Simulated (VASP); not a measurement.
CaSe, 2 atoms in the cell. Symmetry: Fm-3m, No. 225, cubic system. Conventional cell: a = 5.912 Å, b = 5.912 Å, c = 5.912 Å, α = 90.00°, β = 90.00°, γ = 90.00°. Se (site symmetry m-3m) has 6 Ca at 2.96 Å within 3.9 Å. Ca (site symmetry m-3m) has 6 Se at 2.96 Å within 3.9 Å. 

| Property | Result |
| --- | --- |
| Program | VASP 6.6.1 |
| Task | single point |
| Functional | PBE |
| Potentials or basis | VASP PAW PBE potentials, release 64 (Se, Ca_sv) |
| Cutoff | 520 eV |
| k mesh | 8 × 8 × 8 |
| Occupations | gaussian, width 0.1 eV |
| Spin | no spin polarisation |
| Dipole correction | no |
| Further INCAR settings | ALGO = Normal; EDIFF = 1e-06; NBANDS = 15 |

Potentials or basis: VASP PAW PBE potentials, release 64 (Se, Ca_sv).

Command:

```console
$ cat potpaw_PBE.64/Se/POTCAR potpaw_PBE.64/Ca_sv/POTCAR > POTCAR
$ mpirun -np 1 vasp_std > vasp.out
```

Hardware: 1 thread of Intel(R) Xeon(R) Platinum 8259CL CPU @ 2.50GHz (Skylake/Cascade Lake), on a shared host.

**Question.** Estimate the wall time of this run.

**Answer.** Wall time 18 s on 1 thread of Intel(R) Xeon(R) Platinum 8259CL CPU @ 2.50GHz (Skylake/Cascade Lake) (shared host), peak memory 0.18 GiB. Counts: scf iterations 13, k points 29.
